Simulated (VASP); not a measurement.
# SiO2 (Cristobalite) (P4_12_12) in VASP: further runs

SiO2 (Cristobalite) is run at these levels: LDA, PBEsol, r2SCAN, PBE; tasks: single point.

All numbers are computed with VASP 6.6.1; they aren't measurements. Logs are shortened: lines on timing, memory, paths and dates and some standing lists are left out, and cuts for length are marked.

## Step 1: The cell of the first run

The structure is tetragonal, space group P4_12_12 (No. 92). Conventional cell: a = 4.949 Å, b = 4.949 Å, c = 6.880 Å, α = 90.00°, β = 90.00°, γ = 90.00°. Si (site symmetry 2) has 4 O at 1.61 Å within 2.1 Å. Within 2.1 Å of O (site symmetry 1) lie 2 Si at 1.61 Å.

## Step 2: Single point, LDA

INCAR reads:

```
SYSTEM = SiO2
PREC = Accurate ; ENCUT = 520
EDIFF = 1E-6 ; ISMEAR = -1
SIGMA = 0.02 ; LREAL = .FALSE.
LASPH = .TRUE. ; NELM = 100
ALGO = Normal ; ISIF = 2
LWAVE = .FALSE. ; LCHARG = .FALSE.
GGA = CA ; NBANDS = 44
```

KPOINTS reads:

```
regular mesh
0
G
  4 4 4
  0 0 0
```

POSCAR reads:

```
SiO2
1.0
    4.9489423360      0.0000000000      0.0000000000
    0.0000000000      4.9489423360      0.0000000000
    0.0000000000      0.0000000000      6.8798811233
Si O
4 8
Direct
    0.3037668658      0.3037668658      0.0000000000
    0.1962331342      0.8037668658      0.2500000000
    0.6962331342      0.6962331342      0.5000000000
    0.8037668658      0.1962331342      0.7500000000
    0.2375588886      0.1121321263      0.1827535058
    0.3878678737      0.7375588886      0.4327535058
    0.7624411114      0.8878678737      0.6827535058
    0.6121321263      0.2624411114      0.9327535058
    0.7375588886      0.3878678737      0.5672464942
    0.8878678737      0.7624411114      0.3172464942
    0.2624411114      0.6121321263      0.0672464942
    0.1121321263      0.2375588886      0.8172464942
```

Potentials or basis: VASP PAW LDA potentials, release 64 (Si, O).

Run with:

```sh
> cat potpaw_LDA.64/Si/POTCAR potpaw_LDA.64/O/POTCAR > POTCAR
> mpirun -np 1 vasp_std > vasp.out
```

OUTCAR:

```text
SYSTEM = SiO2
   PREC = Accurate
   ENCUT = 520
   EDIFF = 1E-6
   ISMEAR = -1
   LREAL = .FALSE.
   LASPH = .TRUE.
   NELM = 100
   ISIF = 2
   GGA = CA

 ion  position               nearest neighbor table
   1  0.304  0.304  0.000-   8 1.61  11 1.61   5 1.61  12 1.61   2 3.06   4 3.06   2 3.06   4 3.06

   2  0.196  0.804  0.250-   5 1.61  10 1.61   6 1.61  11 1.61   1 3.06   3 3.06   1 3.06   3 3.06

   3  0.696  0.696  0.500-   6 1.61   9 1.61   7 1.61  10 1.61   2 3.06   4 3.06   4 3.06   2 3.06

   4  0.804  0.196  0.750-   7 1.61  12 1.61   9 1.61   8 1.61   1 3.06   3 3.06   3 3.06   1 3.06

   5  0.238  0.112  0.183-   2 1.61   1 1.61
   6  0.388  0.738  0.433-   3 1.61   2 1.61
   7  0.762  0.888  0.683-   4 1.61   3 1.61
   8  0.612  0.262  0.933-   1 1.61   4 1.61
   9  0.738  0.388  0.567-   3 1.61   4 1.61
  10  0.888  0.762  0.317-   2 1.61   3 1.61
  11  0.262  0.612  0.067-   1 1.61   2 1.61
  12  0.112  0.238  0.817-   4 1.61   1 1.61

  LATTYP: Found a simple tetragonal cell.
 ALAT       =     4.9489423360
 C/A-ratio  =     1.3901720118

  Lattice vectors:

 A1 = (   4.9489423360,   0.0000000000,   0.0000000000)
 A2 = (   0.0000000000,   4.9489423360,   0.0000000000)
 A3 = (   0.0000000000,   0.0000000000,   6.8798811233)

Analysis of symmetry for initial positions (statically):
=====================================================================
 Subroutine PRICEL returns:
 Original cell was already a primitive cell.

 Routine SETGRP: Setting up the symmetry group for a
 simple tetragonal supercell.

 Subroutine GETGRP returns: Found  8 space group operations
 (whereof  2 operations were pure point group operations)
 out of a pool of 16 trial point group operations.

The static configuration has the point symmetry C_2 .
 The point group associated with its full space group is D_4 .

Analysis of symmetry for dynamics (positions and initial velocities):
=====================================================================
 Subroutine PRICEL returns:
 Original cell was already a primitive cell.

 Routine SETGRP: Setting up the symmetry group for a
 simple tetragonal supercell.

 Subroutine GETGRP returns: Found  8 space group operations
 (whereof  2 operations were pure point group operations)
 out of a pool of 16 trial point group operations.

The dynamic configuration has the point symmetry C_2 .
[... 122 lines left out ...]
   TEBEG  =    0.0;   TEEND  =   0.0 temperature during run
   PSTRESS=    0.0 pullay stress
   NELECT =      64.0000    total number of electrons
   NUPDOWN=      -1.0000    fix difference up-down
   EMIN   =  10.00;   EMAX   =-10.00  energy-range for DOS
   EFERMI =   0.00;   METHOD = LEGACY
   ISMEAR =    -1;   SIGMA  =   0.02  broadening in eV -4-tet -1-fermi 0-gaus
   EFERMI_NEDOS =   21; number of points for ismear=-14 and -15
   IALGO  =     38    algorithm
   IMIX   =      4    mixing-type and parameters
     AMIX     =   0.40;   BMIX     =  1.00
     AMIX_MAG =   1.60;   BMIX_MAG =  1.00
  volume/ion in A,a.u.               =      14.04        94.76
  Fermi-wavevector in a.u.,A,eV,Ry     =   1.185586  2.240432 19.124529  1.405613
  Thomas-Fermi vector in A             =   2.321776
   LORBIT       =      0    0 simple, 1 ext, 2 COOP (PROOUT), +10 PAW based schemes
   GGA     = CA    functional components
   LHFCALC =     F    Hartree Fock is set to
   AEXX    =    0.0000 exact exchange contribution
   IVDW    =     0    specifies the selected vdW correction
   LEPSILON=     F    determine dielectric tensor
   LRPA    =     F    only Hartree local field effects (RPA)
 non-spin polarized calculation
  energy-cutoff  :      520.00
  volume of cell :      168.50
 maximum number of plane-waves:      4560
 NGX is ok and might be reduce to    40
   NGX = 19   NGY = 19   NGZ = 25

 number of electron      63.9999964 magnetization

 Free energy of the ion-electron system (eV)
  ---------------------------------------------------
  ext. energy  EPLUGINS =         0.00000000
  ---------------------------------------------------
  free energy    TOTEN  =      -103.74588643 eV

  energy without entropy =     -103.74588643  energy(sigma->0) =     -103.74588643

 E-fermi :   0.4096     XC(G=0):  -9.1071

 val. band max:        0.0134197736   @ k =   0.0000   0.0000   0.0000
 cond. band min:       5.5623242552   @ k =   0.0000   0.0000   0.0000
 fundamental gap:      5.5489044816
 Fermi energy:         0.4096383083

 k-point     1 :       0.0000    0.0000    0.0000
  band No.  band energies     occupation
      1     -19.2599      2.00000
      2     -18.3142      2.00000
      3     -18.3142      2.00000
      4     -17.0878      2.00000
      5     -17.0355      2.00000
      6     -17.0283      2.00000
[... 835 lines left out ...]
     43      10.1880      0.00000
     44      10.1880      0.00000

------------------------ aborting loop because EDIFF is reached ----------------------------------------

  FORCE on cell =-STRESS in cart. coord.  units (eV):
  Direction    XX          YY          ZZ          XY          YZ          ZX
  --------------------------------------------------------------------------------------
  -------------------------------------------------------------------------------------
  Total        0.6216612      0.6216612      0.5638025      0.0000000      0.0000000      0.0000000
  in kB        5.9109679      5.9109679      5.3608280      0.0000000      0.0000000      0.0000000
  external PRESSURE =       5.7275879 kB  Pullay stress =       0.0000000 kB

 VOLUME and BASIS-vectors are now :
 -----------------------------------------------------------------------------
  energy-cutoff  :      520.00
  volume of cell :      168.50
      direct lattice vectors                 reciprocal lattice vectors
     4.948942336  0.000000000  0.000000000     0.202063377  0.000000000  0.000000000
     0.000000000  4.948942336  0.000000000     0.000000000  0.202063377  0.000000000
     0.000000000  0.000000000  6.879881123     0.000000000  0.000000000  0.145351349

 POSITION                                       TOTAL-FORCE (eV/Angst)
 -----------------------------------------------------------------------------------
      1.50332      1.50332      0.00000         0.019857      0.019857      0.000000
      0.97115      3.97780      1.71997        -0.019857      0.019857      0.000000
      3.44562      3.44562      3.43994        -0.019857     -0.019857      0.000000
      3.97780      0.97115      5.15991         0.019857     -0.019857      0.000000
      1.17567      0.55494      1.25732        -0.002975      0.019400      0.020393
      1.91954      3.65014      2.97729        -0.019400     -0.002975      0.020393
      3.77328      4.39401      4.69726         0.002975     -0.019400      0.020393
      3.02941      1.29881      6.41723         0.019400      0.002975      0.020393
      3.65014      1.91954      3.90259        -0.002975     -0.019400     -0.020393
      4.39401      3.77328      2.18262        -0.019400      0.002975     -0.020393
      1.29881      3.02941      0.46265         0.002975      0.019400     -0.020393
      0.55494      1.17567      5.62256         0.019400     -0.002975     -0.020393
 -----------------------------------------------------------------------------------
    total drift:                                0.000000     -0.000000      0.000000

  FREE ENERGIE OF THE ION-ELECTRON SYSTEM (eV)
  ---------------------------------------------------
  free  energy   TOTEN  =      -103.7458864264 eV

  energy  without entropy=     -103.7458864263  energy(sigma->0) =     -103.74588643
```

stdout:

```text
POSCAR found type information on POSCAR SiO
 POSCAR found :  2 types and      12 ions
 scaLAPACK will be used
 LDA part: xc-table for (Slater(with rela. corr.)+CA(PZ))
 , standard interpolation
 POSCAR, INCAR and KPOINTS ok, starting setup
 FFT: planning ... GRIDC
 FFT: planning ... GRID_SOFT
 FFT: planning ... GRID
 WAVECAR not read
 entering main loop
```

Run time: 3.6 min. Hardware: 1 thread of Intel Xeon 8259CL, shared host; peak memory 0.27 GiB.

What came out:

```yaml
Free_energy: -103.7459 eV
Pressure: 0.6 GPa
Largest_force: 0.028 eV/Å
Band_gap_on_the_k_mesh: 5.55 eV, direct
```

Forces in eV/Å, atoms in the order of the input:
```
Si   0.020  0.020  0.000
Si  -0.020  0.020  0.000
Si  -0.020 -0.020  0.000
Si   0.020 -0.020  0.000
O   -0.003  0.019  0.020
O   -0.019 -0.003  0.020
O    0.003 -0.019  0.020
O    0.019  0.003  0.020
O   -0.003 -0.019 -0.020
O   -0.019  0.003 -0.020
O    0.003  0.019 -0.020
O    0.019 -0.003 -0.020
```

A k mesh can miss the band edges. As with any semilocal functional, this LDA gap is likely too small.

[end of part 1 of 2]
